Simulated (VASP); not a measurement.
# Sb2P3H (P-4m2) in VASP: a series of runs, part 2 of 2

VASP 6.6.1. Earlier steps stand in the parts before.

## 4. Relaxation of cell and atoms, PBE

This run uses another cell than the first one, of 21.22 Å³/atom.

File INCAR:

```
PREC = Accurate ; ENCUT = 600
EDIFF = 1E-6 ; ISMEAR = 0
SIGMA = 0.1 ; LREAL = False
LASPH = True ; NELM = 80
ALGO = Normal ; ISIF = 3
LWAVE = False ; LCHARG = False
GGA = PE ; IBRION = 2
NSW = 90 ; EDIFFG = -0.04
```

File KPOINTS:

```
Automatic mesh
0
Gamma
  6 6 2
```

File POSCAR:

```
Sb2P3H
1.0
    3.2622514843      0.0000000000      0.0000000000
    0.0000000000      3.2622514843      0.0000000000
    0.0000000000      0.0000000000     11.9642578434
Sb H P
2 1 3
Direct
    0.5000000000      0.5000000000      0.3369361993
    0.5000000000      0.5000000000      0.6630638007
    0.5000000000      0.5000000000      0.5000000000
    0.0000000000      0.5000000000      0.1270455563
    0.5000000000      0.0000000000      0.8729544437
    0.0000000000      0.0000000000      0.0000000000
```

Potentials or basis: VASP PAW PBE potentials, release 64 (Sb, H, P).

The run is started by

```console
$ cat potpaw_PBE.64/Sb/POTCAR potpaw_PBE.64/H/POTCAR potpaw_PBE.64/P/POTCAR > POTCAR
$ mpirun -np 1 vasp_std > vasp.out
```

OUTCAR:

```text
PREC = Accurate
   ENCUT = 600
   EDIFF = 1E-6
   ISMEAR = 0
   LREAL = False
   LASPH = True
   NELM = 80
   ISIF = 3
   GGA = PE
   IBRION = 2
   NSW = 90
   EDIFFG = -0.04

 ion  position               nearest neighbor table
   1  0.500  0.500  0.337-   3 1.95   4 2.99   4 2.99
   2  0.500  0.500  0.663-   3 1.95   5 2.99   5 2.99
   3  0.500  0.500  0.500-   1 1.95   2 1.95
   4  0.000  0.500  0.127-   6 2.23   6 2.23   1 2.99   1 2.99
   5  0.500  0.000  0.873-   6 2.23   6 2.23   2 2.99   2 2.99
   6  0.000  0.000  0.000-   4 2.23   5 2.23   4 2.23   5 2.23

  LATTYP: Found a simple tetragonal cell.
 ALAT       =     3.2622514843
 C/A-ratio  =     3.6674848340

  Lattice vectors:

 A1 = (   3.2622514843,   0.0000000000,   0.0000000000)
 A2 = (   0.0000000000,   3.2622514843,   0.0000000000)
 A3 = (   0.0000000000,   0.0000000000,  11.9642578434)

Analysis of symmetry for initial positions (statically):
=====================================================================
 Subroutine PRICEL returns:
 Original cell was already a primitive cell.

 Routine SETGRP: Setting up the symmetry group for a
 simple tetragonal supercell.

 Subroutine GETGRP returns: Found  8 space group operations
 (whereof  8 operations were pure point group operations)
[... 179 lines left out ...]
  external PRESSURE =       0.9096280 kB  Pullay stress =       0.0000000 kB
[... 101 lines left out ...]
  FREE ENERGIE OF THE ION-ELECTRON SYSTEM (eV)
  ---------------------------------------------------
  free  energy   TOTEN  =       -25.9081154301 eV

  energy  without entropy=      -25.8933375763  energy(sigma->0) =      -25.90072650

 E-fermi :   5.0538     XC(G=0):  -8.9336

 val. band max:        4.9373590419   @ k =   0.3333   0.1667   0.5000
 cond. band min:       5.0731788942   @ k =   0.3333   0.1667   0.0000
 fundamental gap:      0.1358198523
 Fermi energy:         5.0538438662

 k-point     1 :       0.0000    0.0000    0.0000
  band No.  band energies     occupation
      1     -10.9336      2.00000
      2      -7.3087      2.00000
      3      -6.3861      2.00000
      4      -5.6749      2.00000
      5      -2.1324      2.00000
      6      -0.2325      2.00000
[... 377 lines left out ...]
      4      -2.3527      2.00000
      5      -1.7084      2.00000
      6      -0.9536      2.00000
[... 9 lines left out ...]
     16       5.4300      0.00000
     17       6.8927      0.00000

[... ionic steps 4 to 22 ...]

--------------------------------------- Ionic step       23  -------------------------------------------

 number of electron      25.9999998 magnetization

------------------------ aborting loop because EDIFF is reached ----------------------------------------
[... 75 lines left out ...]
--------------------------------------- Ionic step       25  -------------------------------------------

 number of electron      25.9999998 magnetization

 Free energy of the ion-electron system (eV)
  ---------------------------------------------------
  ext. energy  EPLUGINS =         0.00000000
  ---------------------------------------------------
  free energy    TOTEN  =       -26.15723685 eV

  energy without entropy =      -26.14222661  energy(sigma->0) =      -26.14973173

 E-fermi :   4.6819     XC(G=0):  -8.7213

 val. band max:        4.6787457991   @ k =   0.3333   0.1667   0.5000
 cond. band min:       4.7135812081   @ k =   0.3333   0.1667   0.0000
 fundamental gap:      0.0348354091
 Fermi energy:         4.6818685882

 k-point     1 :       0.0000    0.0000    0.0000
  band No.  band energies     occupation
      1     -11.3611      2.00000
      2      -7.6963      2.00000
      3      -6.7197      2.00000
      4      -6.0105      2.00000
      5      -2.4068      2.00000
      6      -0.6629      2.00000
[... 422 lines left out ...]
  FREE ENERGIE OF THE ION-ELECTRON SYSTEM (eV)
  ---------------------------------------------------
  free  energy   TOTEN  =       -26.1572368502 eV

  energy  without entropy=      -26.1422266118  energy(sigma->0) =      -26.14973173

 reached required accuracy - stopping structural energy minimisation
```

OSZICAR:

```text
N       E                     dE             d eps       ncg     rms          rms(c)
DAV:   1     0.130478768629E+03    0.13048E+03   -0.10743E+04   680   0.140E+03
DAV:   2    -0.148543446503E+02   -0.14533E+03   -0.14367E+03   862   0.205E+02
DAV:   3    -0.259721769777E+02   -0.11118E+02   -0.10812E+02   895   0.603E+01
[... 240 lines left out ...]
DAV:   4    -0.261572476948E+02    0.55669E-03   -0.18492E-03   725   0.183E-01    0.343E-02
DAV:   5    -0.261572454131E+02    0.22816E-05   -0.78776E-05   835   0.569E-02    0.242E-02
DAV:   6    -0.261572408570E+02    0.45561E-05   -0.10401E-05   822   0.174E-02    0.129E-02
DAV:   7    -0.261572372441E+02    0.36129E-05   -0.51503E-06   701   0.123E-02    0.397E-03
DAV:   8    -0.261572368502E+02    0.39393E-06   -0.53510E-07   358   0.459E-03
  25 F= -.26157237E+02 E0= -.26149732E+02  d E =-.111618E-02
```

It took 13 min on 1 thread of Intel Xeon Platinum 8259CL at 2.50GHz (Skylake/Cascade Lake), shared host; peak memory 0.3 GiB.

What came out:

```yaml
Free_energy: -26.1572 eV
Relaxed_volume: 24.25 Å³/atom
Relaxed_cell: a = 3.148 Å, b = 3.148 Å, c = 14.687 Å, α = 90.00°, β = 90.00°, γ = 90.00°
Space_group_after_relaxing_to_0.1_Å: P-4m2 (No. 115)
Energy_gained_by_relaxing: 58.0 meV/atom
Ionic_steps: 25
Pressure_after_relaxing: -0.1 GPa
Largest_force_after_relaxing: 0.018 eV/Å
Band_gap_on_the_k_mesh: zero (bands 13 and 14 overlap by 3.43 eV)
```

Forces in eV/Å, atoms in the order of the input:
```
Sb   0.000  0.000  0.018
Sb   0.000  0.000 -0.018
H    0.000  0.000  0.000
P    0.000  0.000 -0.009
P    0.000  0.000  0.009
P    0.000  0.000  0.000
```

The path:
```tsv
step	energy change (eV)	largest force (eV/Å)	pressure (GPa)	volume (Å³)
1	0.0000	0.4099	0.09	127.33
2	-0.0454	0.3699	-0.07	127.53
3	-0.0989	0.4652	-0.06	127.90
4	-0.1308	0.3693	0.61	127.94
5	-0.1437	0.3075	1.62	127.99
6	-0.1622	0.3724	1.32	129.48
7	-0.1951	0.6354	0.65	133.98
8	-0.2448	0.2879	-0.48	136.65
9	-0.2614	0.3695	-1.61	139.55
10	-0.2917	0.4255	-1.14	139.25
11	-0.2979	0.5130	-0.85	139.07
12	-0.3206	0.0832	0.77	137.11
13	-0.3210	0.1105	0.57	137.34
14	-0.3251	0.0742	0.33	138.27
15	-0.3268	0.0297	0.05	139.44
16	-0.3300	0.0933	-0.20	140.33
17	-0.3311	0.2693	-0.68	142.06
18	-0.3315	0.2105	-0.53	141.48
19	-0.3333	0.1991	-0.46	141.59
20	-0.3378	0.1635	-0.27	141.90
21	-0.3426	0.0851	0.15	142.52
22	-0.3429	0.0803	0.28	142.70
23	-0.3453	0.0499	0.29	143.41
24	-0.3469	0.0855	0.30	144.40
25	-0.3480	0.0176	-0.06	145.53
```

Final structure:
```xyz
6
Lattice="3.1478 0.0000 0.0000 0.0000 3.1478 0.0000 0.0000 0.0000 14.6869" Properties=species:S:1:pos:R:3 pbc="T T T"
Sb    1.5739    1.5739    5.3534
Sb    1.5739    1.5739    9.3335
H     1.5739    1.5739    7.3434
P     0.0000    1.5739    1.4958
P     1.5739    0.0000   13.1911
P     0.0000    0.0000    0.0000
```

Caveat: a cell axis changed by over 15 % at a fixed basis, so the end point is rough; spin-orbit coupling is left out, which moves the levels of the heavy elements; this functional lacks dispersion, which binds layers or chains, so the pressure and a relaxed spacing across them are unreliable.

## 5. Single point, PBE

This run uses another cell than the first one, of 24.84 Å³/atom.

File INCAR:

```
SYSTEM = Sb2P3H
PREC     = Accurate       ! precision mode
ENCUT    = 520            ! plane-wave cutoff, eV
EDIFF    = 1E-6           ! SCF threshold, eV
ISMEAR   = 0              ! smearing method
SIGMA    = 0.1            ! smearing width, eV
LREAL    = .False.        ! projectors in reciprocal space
LASPH    = .True.         ! aspherical terms in the spheres
NELM     = 60             ! most SCF steps
ALGO     = Normal         ! electronic algorithm
ISIF     = 2              ! what is computed and relaxed
LWAVE    = .False.        ! write WAVECAR
LCHARG   = .False.        ! write CHGCAR
GGA      = PE             ! functional
NBANDS   = 22             ! bands
```

File KPOINTS:

```
Automatic mesh
0
Gamma
  12 12 4
  0 0 0
```

File POSCAR:

```
Sb2P3H
1.0
    3.1377233000      0.0000000000      0.0000000000
    0.0000000000      3.1377233000      0.0000000000
    0.0000000000      0.0000000000     15.1356155930
Sb H P
2 1 3
Direct
    0.5000000000      0.5000000000      0.3692887881
    0.5000000000      0.5000000000      0.6307112119
    0.5000000000      0.5000000000      0.5000000000
    0.0000000000      0.5000000000      0.0992983243
    0.5000000000      0.0000000000      0.9007016757
    0.0000000000      0.0000000000      0.0000000000
```

The run is started by

```console
$ cat potpaw_PBE.64/Sb/POTCAR potpaw_PBE.64/H/POTCAR potpaw_PBE.64/P/POTCAR > POTCAR
$ mpirun -np 1 vasp_std > vasp.out
```

It took 4.2 min on 1 thread of Intel Xeon Platinum 8259CL at 2.50GHz (Skylake/Cascade Lake), shared host; peak memory 0.41 GiB.

Results (log left out):

| Property | Result |
| --- | --- |
| Free energy | -26.0574 eV |
| Pressure | -0.1 GPa |
| Largest force | 0.066 eV/Å |
| Band gap on the k mesh | zero (bands 13 and 14 overlap by 4.31 eV) |

Forces on the atoms (eV/Å):
```
Sb   0.000  0.000 -0.021
Sb   0.000  0.000  0.021
H    0.000  0.000  0.000
P    0.000  0.000 -0.066
P    0.000  0.000  0.066
P    0.000  0.000  0.000
```

Levels at points of the mesh, in eV from the Fermi level:
```
           k point  band 10  band 11  band 12  band 13  band 14  band 15  band 16  band 17
(0.00, 0.00, 0.00)    -1.53     0.58     0.58     1.11     1.32     2.20     4.05     4.05
(0.50, 0.00, 0.00)    -3.98    -2.94    -2.44     0.16     0.97     1.73     2.85     3.04
(0.50, 0.50, 0.00)    -2.51    -2.51    -2.49    -2.32    -2.19    -2.19     0.21     1.33
(0.00, 0.00, 0.50)    -1.80     0.58     0.58     1.11     1.64     2.27     3.91     4.05
(0.50, 0.00, 0.50)    -3.94    -3.01    -2.44     0.28     0.94     1.73     2.64     2.86
(0.50, 0.50, 0.50)    -2.55    -2.50    -2.50    -2.25    -2.19    -2.19     0.21     1.34
```

Caveat: spin-orbit coupling is left out, which moves the levels of the heavy elements; this functional lacks dispersion, which binds layers or chains, so the pressure and a relaxed spacing across them are unreliable.

## 6. Relaxation of cell and atoms, PBE

File INCAR:

```
PREC     = Accurate       # precision mode
ENCUT    = 600            # plane-wave cutoff, eV
EDIFF    = 1E-7           # SCF threshold, eV
ISMEAR   = 0              # smearing method
SIGMA    = 0.1            # smearing width, eV
LREAL    = F              # projectors in reciprocal space
LASPH    = T              # aspherical terms in the spheres
NELM     = 100            # most SCF steps
ALGO     = Normal         # electronic algorithm
ISIF     = 3              # what is computed and relaxed
LWAVE    = F              # write WAVECAR
LCHARG   = F              # write CHGCAR
GGA      = PE             # functional
IBRION   = 2              # ionic algorithm
NSW      = 100            # ionic steps
EDIFFG   = -0.01          # ionic threshold
```

File KPOINTS:

```
regular mesh
0
Gamma
  12 12 4
```

File POSCAR:

```
Sb2P3H
1.0
    3.1506635568      0.0000000000      0.0000000000
    0.0000000000      3.1506635568      0.0000000000
    0.0000000000      0.0000000000     14.8290309672
Sb H P
2 1 3
Direct
    0.5000000000      0.5000000000      0.3660923716
    0.5000000000      0.5000000000      0.6339076284
    0.5000000000      0.5000000000      0.5000000000
    0.0000000000      0.5000000000      0.1009242231
    0.5000000000      0.0000000000      0.8990757769
    0.0000000000      0.0000000000      0.0000000000
```

Potentials or basis: VASP PAW PBE potentials, release 64 (Sb, H, P).

The run is started by

```console
$ cat potpaw_PBE.64/Sb/POTCAR potpaw_PBE.64/H/POTCAR potpaw_PBE.64/P/POTCAR > POTCAR
$ mpirun -np 1 vasp_std > vasp.out
```

Run time: 52 min. Hardware: 1 thread of Intel Xeon Platinum 8259CL at 2.50GHz (Skylake/Cascade Lake), shared host; peak memory 0.5 GiB.

The run converged. Its results:

```
Free energy                           : -26.0586 eV
Relaxed volume                        : 24.94 Å³/atom
Relaxed cell                          : a = 3.135 Å, b = 3.135 Å, c = 15.227 Å, α = 90.00°, β = 90.00°, γ = 90.00°
Space group after relaxing (to 0.1 Å) : P-4m2 (No. 115)
Energy gained by relaxing             : 0.6 meV/atom
Ionic steps                           : 18
Pressure after relaxing               : 0.0 GPa
Largest force after relaxing          : 0.008 eV/Å
Band gap on the k mesh                : zero (bands 13 and 14 overlap by 4.30 eV)
```

Forces in eV/Å, atoms in the order of the input:
```
Sb   0.000  0.000 -0.001
Sb   0.000  0.000  0.001
H    0.000  0.000  0.000
P    0.000  0.000 -0.008
P    0.000  0.000  0.008
P    0.000  0.000  0.000
```

Stress tensor (GPa, compression positive):
```
 0.05  0.00  0.00
 0.00  0.05  0.00
 0.00  0.00 -0.04
```

The path:
| step | energy change (eV) | largest force (eV/Å) | pressure (GPa) | volume (Å³) |
| --- | --- | --- | --- | --- |
| 1 | 0.0000 | 0.0361 | -0.39 | 147.20 |
| 2 | -0.0023 | 0.0537 | 0.08 | 145.93 |
| 3 | -0.0023 | 0.0535 | 0.08 | 145.94 |
| 4 | -0.0025 | 0.0272 | -0.01 | 146.00 |
| 5 | -0.0025 | 0.0243 | 0.01 | 145.98 |
| 6 | -0.0026 | 0.0187 | 0.01 | 146.01 |
| 7 | -0.0026 | 0.0131 | 0.01 | 146.06 |
| 8 | -0.0027 | 0.0225 | 0.02 | 146.15 |
| 9 | -0.0027 | 0.0197 | 0.01 | 146.12 |
| 10 | -0.0027 | 0.0192 | 0.02 | 146.18 |
| 11 | -0.0029 | 0.0173 | 0.02 | 146.36 |
| 12 | -0.0031 | 0.0134 | 0.04 | 146.72 |
| 13 | -0.0035 | 0.0062 | 0.07 | 147.44 |
| 14 | -0.0036 | 0.0159 | 0.14 | 148.87 |
| 15 | -0.0036 | 0.0106 | 0.12 | 149.02 |
| 16 | -0.0037 | 0.0051 | 0.05 | 149.47 |
| 17 | -0.0037 | 0.0110 | 0.02 | 149.64 |
| 18 | -0.0037 | 0.0076 | 0.02 | 149.65 |

Final structure:
```
Sb H P
1.0
     3.13496    0.00000    0.00000
     0.00000    3.13496    0.00000
     0.00000    0.00000   15.22674
Sb H P
2 1 3
Direct
  0.50000 0.50000 0.36985
  0.50000 0.50000 0.63015
  0.50000 0.50000 0.50000
  0.00000 0.50000 0.09849
  0.50000 0.00000 0.90151
  0.00000 0.00000 0.00000
```

Levels at points of the mesh, in eV from the Fermi level:
| k point | band 9 | band 10 | band 11 | band 12 | band 13 | band 14 | band 15 | band 16 | band 17 |
| --- | --- | --- | --- | --- | --- | --- | --- | --- | --- |
| (0.00, 0.00, 0.00) | -3.39 | -1.57 | 0.58 | 0.58 | 1.10 | 1.32 | 2.18 | 4.07 | 4.07 |
| (0.50, 0.00, 0.00) | -4.06 | -3.97 | -2.94 | -2.46 | 0.16 | 0.99 | 1.73 | 2.84 | 3.03 |
| (0.50, 0.50, 0.00) | -3.94 | -2.51 | -2.51 | -2.49 | -2.31 | -2.19 | -2.19 | 0.23 | 1.33 |
| (0.00, 0.00, 0.50) | -3.39 | -1.81 | 0.58 | 0.58 | 1.10 | 1.63 | 2.23 | 3.88 | 4.07 |
| (0.50, 0.00, 0.50) | -4.01 | -3.93 | -3.01 | -2.46 | 0.27 | 0.96 | 1.73 | 2.65 | 2.85 |
| (0.50, 0.50, 0.50) | -3.94 | -2.55 | -2.51 | -2.51 | -2.25 | -2.20 | -2.20 | 0.23 | 1.34 |

Caveat: spin-orbit coupling is left out, which moves the levels of the heavy elements; this functional lacks dispersion, which binds layers or chains, so the pressure and a relaxed spacing across them are unreliable.

## 7. The runs side by side

```csv
task,cell,k mesh,cutoff (eV),gap on the mesh (eV),pressure (GPa),relaxed volume (Å³/atom),largest force (eV/Å)
single point,"a = 3.151, b = 3.151, c = 14.829 Å, 6 atoms, atomic positions A",6 × 6 × 2,520,none,-0.2,-,0.03
relaxation of cell and atoms,"relaxed from a = 3.774, b = 3.774, c = 9.393 Å, 6 atoms, atomic positions B",4 × 4 × 2,600,none,0.0,26.63,0.04
relaxation of cell and atoms,"relaxed from a = 3.262, b = 3.262, c = 11.964 Å, 6 atoms, atomic positions C",6 × 6 × 2,600,none,-0.1,24.25,0.02
single point,"a = 3.138, b = 3.138, c = 15.136 Å, 6 atoms, atomic positions D",12 × 12 × 4,520,none,-0.1,-,0.07
relaxation of cell and atoms,"relaxed from a = 3.151, b = 3.151, c = 14.829 Å, 6 atoms, atomic positions A",12 × 12 × 4,600,none,0.0,24.94,0.01
```

Alike in all rows: level PBE; potentials or basis VASP PAW PBE potentials, release 64 (Sb, H, P); no spin polarisation; smearing gaussian 0.1 eV.

Caveats: some runs use coarse meshes; spin-orbit coupling is left out, which moves the levels of the heavy elements; this functional lacks dispersion, which binds layers or chains, so the pressure and a relaxed spacing across them are unreliable (at least some runs); the volume moved by over 15 % at a fixed basis, so the end points are rough (at least some runs); a cell axis changed by over 15 % at a fixed basis, so the end point is rough (at least some runs).

Total energies depend on the potentials used, so only differences within one code and one set of settings carry meaning.

The gap in the log of VASP goes by the Fermi energy; the results here count the filled bands.